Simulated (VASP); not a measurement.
# Cu (Fm-3m) in VASP: further runs

Cu is run at these levels: PBE; tasks: electric field gradients.

All numbers are computed with VASP 6.6.1; they aren't measurements. Logs are shortened: lines on timing, memory, paths and dates and some standing lists are left out, and cuts for length are marked.

## 1. The cell of the first run

The structure is cubic, space group Fm-3m (No. 225). Conventional cell: a = 3.542 Å, b = 3.542 Å, c = 3.542 Å, α = 90.00°, β = 90.00°, γ = 90.00°. Cu (site symmetry m-3m) has 12 Cu at 2.50 Å within 3.3 Å.

## 2. Electric field gradients, PBE (volume scaled by 0.9405)

INCAR

```
PREC = Accurate ; ENCUT = 520
EDIFF = 1E-8 ; ISMEAR = -1
SIGMA = 0.08 ; LREAL = False
LASPH = True ; NELM = 60
ALGO = Normal ; ISIF = 2
LWAVE = False ; LCHARG = False
GGA = PE ; LEFG = True
NBANDS = 12
```

KPOINTS

```
Automatic mesh
0
Gamma
  19 19 19
```

POSCAR

```
Cu
1.0
    0.0000000000      1.7709157724      1.7709157724
    1.7709157724      0.0000000000      1.7709157724
    1.7709157724      1.7709157724      0.0000000000
Cu
1
Direct
    0.0000000000      0.0000000000      0.0000000000
```

Potentials or basis: VASP PAW PBE potentials, release 64 (Cu).

Started as:

```console
$ cat potpaw_PBE.64/Cu/POTCAR > POTCAR
$ mpirun -np 1 vasp_std > vasp.out
```

OUTCAR:

```text
PREC = Accurate
   ENCUT = 520
   EDIFF = 1E-8
   ISMEAR = -1
   LREAL = False
   LASPH = True
   NELM = 60
   ISIF = 2
   GGA = PE

 ion  position               nearest neighbor table
   1  0.000  0.000  0.000-

  LATTYP: Found a face centered cubic cell.
 ALAT       =     3.5418315448

  Lattice vectors:

 A1 = (   0.0000000000,   1.7709157724,   1.7709157724)
 A2 = (   1.7709157724,   0.0000000000,   1.7709157724)
 A3 = (   1.7709157724,   1.7709157724,   0.0000000000)

Analysis of symmetry for initial positions (statically):
=====================================================================
 Subroutine PRICEL returns:
 Original cell was already a primitive cell.

 Routine SETGRP: Setting up the symmetry group for a
 face centered cubic supercell.

 Subroutine GETGRP returns: Found 48 space group operations
 (whereof 48 operations were pure point group operations)
 out of a pool of 48 trial point group operations.

The static configuration has the point symmetry O_h .

Analysis of symmetry for dynamics (positions and initial velocities):
=====================================================================
 Subroutine PRICEL returns:
 Original cell was already a primitive cell.

 Routine SETGRP: Setting up the symmetry group for a
 face centered cubic supercell.

 Subroutine GETGRP returns: Found 48 space group operations
 (whereof 48 operations were pure point group operations)
 out of a pool of 48 trial point group operations.

The dynamic configuration has the point symmetry O_h .

 Subroutine INISYM returns: Found 48 space group operations
 (whereof 48 operations are pure point group operations),
 and found     1 'primitive' translations

----------------------------------------------------------------------------------------

                                     Primitive cell

  volume of cell :      11.1077

  direct lattice vectors                    reciprocal lattice vectors
     0.000000000  1.770915772  1.770915772    -0.282339797  0.282339797  0.282339797
     1.770915772  0.000000000  1.770915772     0.282339797 -0.282339797  0.282339797
     1.770915772  1.770915772  0.000000000     0.282339797  0.282339797 -0.282339797

  length of vectors
     2.504453103  2.504453103  2.504453103     0.489026874  0.489026874  0.489026874

  position of ions in fractional coordinates (direct lattice)
     0.000000000  0.000000000  0.000000000

  ion indices of the primitive-cell ions
   primitive index   ion index
                 1           1

----------------------------------------------------------------------------------------

 KPOINTS: Automatic mesh

Automatic generation of k-mesh.
 Grid dimensions read from file:
 generate k-points for:   19   19   19

 Generating k-lattice:

  Cartesian coordinates                     Fractional coordinates (reciprocal lattice)
    -0.014859989  0.014859989  0.014859989     0.052631579  0.000000000  0.000000000
     0.014859989 -0.014859989  0.014859989     0.000000000  0.052631579  0.000000000
     0.014859989  0.014859989 -0.014859989     0.000000000  0.000000000  0.052631579

  Length of vectors
     0.025738257  0.025738257  0.025738257

  Shift w.r.t. Gamma in fractional coordinates (k-lattice)
     0.000000000  0.000000000  0.000000000

 Subroutine IBZKPT returns following result:
 ===========================================

 Found    220 irreducible k-points:

 Following reciprocal coordinates:
            Coordinates               Weight
  0.000000  0.000000  0.000000      1.000000
  0.052632  0.000000  0.000000      8.000000
  0.105263  0.000000  0.000000      8.000000
  0.157895  0.000000  0.000000      8.000000
  0.210526  0.000000  0.000000      8.000000
  0.263158  0.000000  0.000000      8.000000
[... 16 lines left out ...]
 -0.315789  0.052632  0.000000     24.000000
 -0.263158  0.052632  0.000000     24.000000
 [... further k-points ...]
   k-points           NKPTS =    220   k-points in BZ     NKDIM =    220   number of bands    NBANDS=     12
   number of dos      NEDOS =    301   number of ions     NIONS =      1
   total plane-waves  NPLWV =   8000
   dimension x,y,z NGX =    20 NGY =   20 NGZ =   20
   dimension x,y,z NGXF=    40 NGYF=   40 NGZF=   40
   ions per type =               1
   NGX,Y,Z   is equivalent  to a cutoff of  13.28, 13.28, 13.28 a.u.
   NGXF,Y,Z  is equivalent  to a cutoff of  26.55, 26.55, 26.55 a.u.
 SYSTEM =  unknown system
   PREC   = accura    normal or accurate (medium, high low for compatibility)
   ISTART =      0    job   : 0-new  1-cont  2-samecut
   ICHARG =      2    charge: 1-file 2-atom 10-const
   ISPIN  =      1    spin polarized calculation?
   LNONCOLLINEAR =      F non collinear calculations
   LSORBIT =      F    spin-orbit coupling
   LASPH  =      T    aspherical Exc in radial PAW
   ENCUT  =  520.0 eV  38.22 Ry    6.18 a.u.   4.66  4.66  4.66*2*pi/ulx,y,z
   NELM   =     60;   NELMIN=  2; NELMDL= -5     # of ELM steps
   EDIFF  = 0.1E-07   stopping-criterion for ELM
   LREAL  =      F    real-space projection
   EDIFFG = 0.1E-06   stopping-criterion for IOM
   NSW    =      0    number of steps for IOM
   IBRION =     -1    ionic relax: 0-MD 1-quasi-New 2-CG
   NFREE  =      0    steps in history (QN), initial steepest desc. (CG)
   ISIF   =      2    stress and relaxation
   ISYM   =      2    0-nonsym 1-usesym 2-fastsym
   POTIM  = 0.5000    time-step for ionic-motion
   TEBEG  =    0.0;   TEEND  =   0.0 temperature during run
   PSTRESS=    0.0 pullay stress
   NELECT =      11.0000    total number of electrons
   NUPDOWN=      -1.0000    fix difference up-down
   EMIN   =  10.00;   EMAX   =-10.00  energy-range for DOS
   EFERMI =   0.00;   METHOD = LEGACY
   ISMEAR =    -1;   SIGMA  =   0.08  broadening in eV -4-tet -1-fermi 0-gaus
   EFERMI_NEDOS =   21; number of points for ismear=-14 and -15
   IALGO  =     38    algorithm
   IMIX   =      4    mixing-type and parameters
     AMIX     =   0.40;   BMIX     =  1.00
     AMIX_MAG =   1.60;   BMIX_MAG =  1.00
  volume/ion in A,a.u.               =      11.11        74.96
  Fermi-wavevector in a.u.,A,eV,Ry     =   1.631791  3.083638 36.228795  2.662741
  Thomas-Fermi vector in A             =   2.723869
   LORBIT       =      0    0 simple, 1 ext, 2 COOP (PROOUT), +10 PAW based schemes
   GGA     = PE    functional components
   LHFCALC =     F    Hartree Fock is set to
   AEXX    =    0.0000 exact exchange contribution
   IVDW    =     0    specifies the selected vdW correction
   LEPSILON=     F    determine dielectric tensor
   LRPA    =     F    only Hartree local field effects (RPA)
 non-spin polarized calculation
  energy-cutoff  :      520.00
  volume of cell :       11.11
 maximum number of plane-waves:       310
   NGX =  9   NGY =  9   NGZ =  9

 number of electron      11.0000009 magnetization

 Free energy of the ion-electron system (eV)
  ---------------------------------------------------
  ext. energy  EPLUGINS =         0.00000000
  ---------------------------------------------------
  free energy    TOTEN  =        -3.69602704 eV

  energy without entropy =       -3.68919678  energy(sigma->0) =       -3.69261191

 E-fermi :   8.4286     XC(G=0): -13.0867

 val. band max:        8.4213697234   @ k =  -0.3684   0.1579   0.0526
 cond. band min:       8.4598989654   @ k =   0.4737   0.3684   0.0526
 fundamental gap:      0.0385292420
 Fermi energy:         8.4285985288

 k-point     1 :       0.0000    0.0000    0.0000
  band No.  band energies     occupation
      1      -1.4580      2.00000
      2       5.1427      2.00000
      3       5.1427      2.00000
      4       5.1427      2.00000
      5       6.0465      2.00000
      6       6.0465      2.00000
      7      31.4542      0.00000
      8      34.5818      0.00000
      9      34.5818      0.00000
     10      34.5818      0.00000
     11      37.1389      0.00000
     12      37.1389      0.00000

 k-point     2 :       0.0526    0.0000    0.0000
  band No.  band energies     occupation
      1      -1.3524      2.00000
      2       5.1187      2.00000
      3       5.1638      2.00000
      4       5.1638      2.00000
      5       6.0379      2.00000
      6       6.0379      2.00000
      7      30.9625      0.00000
      8      33.1725      0.00000
      9      34.2456      0.00000
     10      34.2456      0.00000
     11      37.6169      0.00000
     12      37.6169      0.00000

 k-point     3 :       0.1053    0.0000    0.0000
  band No.  band energies     occupation
      1      -1.0389      2.00000
      2       5.0528      2.00000
      3       5.2195      2.00000
      4       5.2195      2.00000
      5       6.0192      2.00000
      6       6.0192      2.00000
      7      28.8691      0.00000
      8      32.3524      0.00000
      9      33.6106      0.00000
     10      33.6106      0.00000
     11      38.6246      0.00000
     12      38.6246      0.00000

 k-point     4 :       0.1579    0.0000    0.0000
  band No.  band energies     occupation
      1      -0.5289      2.00000
      2       4.9633      2.00000
      3       5.2849      2.00000
      4       5.2849      2.00000
      5       6.0140      2.00000
      6       6.0140      2.00000
      7      26.1199      0.00000
      8      32.0553      0.00000
      9      32.9904      0.00000
     10      32.9904      0.00000
     11      38.9128      0.00000
     12      39.4376      0.00000

 k-point     5 :       0.2105    0.0000    0.0000
  band No.  band energies     occupation
      1       0.1536      2.00000
      2       4.8826      2.00000
      3       5.3207      2.00000
      4       5.3207      2.00000
      5       6.0581      2.00000
      6       6.0581      2.00000
      7      23.3523      0.00000
      8      31.7197      0.00000
      9      32.4660      0.00000
     10      32.4661      0.00000
     11      38.8288      0.00000
     12      38.8289      0.00000
[... 228 lines left out ...]
      1       2.9116      2.00000
      2       5.0914      2.00000
      3       5.1531      2.00000
      4       6.0631      2.00000
      5       6.5805      2.00000
      6       7.2521      2.00000
      7      13.4490      0.00000
      8      28.8352      0.00000
      9      30.7512      0.00000
     10      31.4501      0.00000
     11      34.7749      0.00000
     12      35.9903      0.00000

 k-point    22 :      -0.3684    0.0526    0.0000
  band No.  band energies     occupation
      1       2.6496      2.00000
      2       5.1430      2.00000
      3       5.1952      2.00000
      4       5.5332      2.00000
      5       6.4464      2.00000
      6       6.8172      2.00000
      7      15.2569      0.00000
      8      28.7387      0.00000
      9      31.0862      0.00000
     10      32.2662      0.00000
     11      34.6925      0.00000
     12      36.4400      0.00000

 k-point    23 :      -0.3158    0.0526    0.0000
  band No.  band energies     occupation
      1       2.0997      2.00000
      2       5.0453      2.00000
      3       5.2107      2.00000
      4       5.2565      2.00000
      5       6.2776      2.00000
      6       6.5678      2.00000
      7      17.4620      0.00000
      8      28.7861      0.00000
      9      31.6003      0.00000
     10      33.0933      0.00000
     11      34.9712      0.00000
     12      36.8995      0.00000

 k-point    24 :      -0.2632    0.0526    0.0000
  band No.  band energies     occupation
      1       1.3187      2.00000
      2       4.8420      2.00000
      3       5.2774      2.00000
      4       5.3201      2.00000
      5       6.1053      2.00000
      6       6.3742      2.00000
      7      19.9066      0.00000
      8      28.9804      0.00000
      9      32.2188      0.00000
     10      33.7066      0.00000
     11      35.8046      0.00000
     12      37.2246      0.00000

 [... further k-points ...]
[... 5 lines left out ...]
  --------------------------------------------------------------------------------------
  -------------------------------------------------------------------------------------
  Total        0.8968278      0.8968278      0.8968278      0.0000000     -0.0000000      0.0000000
  in kB      129.3587814    129.3587814    129.3587814      0.0000000     -0.0000000      0.0000000
  external PRESSURE =     129.3587814 kB  Pullay stress =       0.0000000 kB

 VOLUME and BASIS-vectors are now :
 -----------------------------------------------------------------------------
  energy-cutoff  :      520.00
  volume of cell :       11.11
      direct lattice vectors                 reciprocal lattice vectors
     0.000000000  1.770915772  1.770915772    -0.282339797  0.282339797  0.282339797
     1.770915772  0.000000000  1.770915772     0.282339797 -0.282339797  0.282339797
     1.770915772  1.770915772  0.000000000     0.282339797  0.282339797 -0.282339797

 POSITION                                       TOTAL-FORCE (eV/Angst)
 -----------------------------------------------------------------------------------
      0.00000      0.00000      0.00000         0.000000      0.000000      0.000000
 -----------------------------------------------------------------------------------
    total drift:                                0.000000     -0.000000      0.000000

  FREE ENERGIE OF THE ION-ELECTRON SYSTEM (eV)
  ---------------------------------------------------
  free  energy   TOTEN  =        -3.6960270407 eV

  energy  without entropy=       -3.6891967782  energy(sigma->0) =       -3.69261191

 Electric field gradients (V/A^2)
---------------------------------------------------------------------
 ion       V_xx      V_yy      V_zz      V_xy      V_xz      V_yz
---------------------------------------------------------------------
   1      -0.000     0.000     0.000     0.002     0.002     0.002
---------------------------------------------------------------------

 Electric field gradients after diagonalization (V/A^2)
 (convention: |V_zz| > |V_xx| > |V_yy|)
----------------------------------------------------------------------
 ion       V_xx      V_yy      V_zz     asymmetry (V_yy - V_xx)/ V_zz
----------------------------------------------------------------------
   1      -0.002    -0.002     0.003       0.000
----------------------------------------------------------------------

           NMR quadrupolar parameters

 Cq : quadrupolar parameter    Cq=e*Q*V_zz/h
 eta: asymmetry parameters     (V_yy - V_xx)/ V_zz
 Q  : nuclear electric quadrupole moment in mb (millibarn)
----------------------------------------------------------------------
 ion       Cq(MHz)       eta       Q (mb)
----------------------------------------------------------------------
   1       0.000       0.000       1.000
----------------------------------------------------------------------
```

Run time: 24 s. Hardware: 1 thread of Intel Xeon Platinum 8375C at 2.90GHz (Ice Lake), shared host; peak memory 0.14 GiB.

What came out:

```
Free energy : -3.6960 eV
Pressure    : 12.9 GPa
```

Caveat: without QUAD_EFG the Cq values of the log hold for a quadrupole moment of 1 mb, not for the nuclei.

(Part 1 of 2 ends here.)
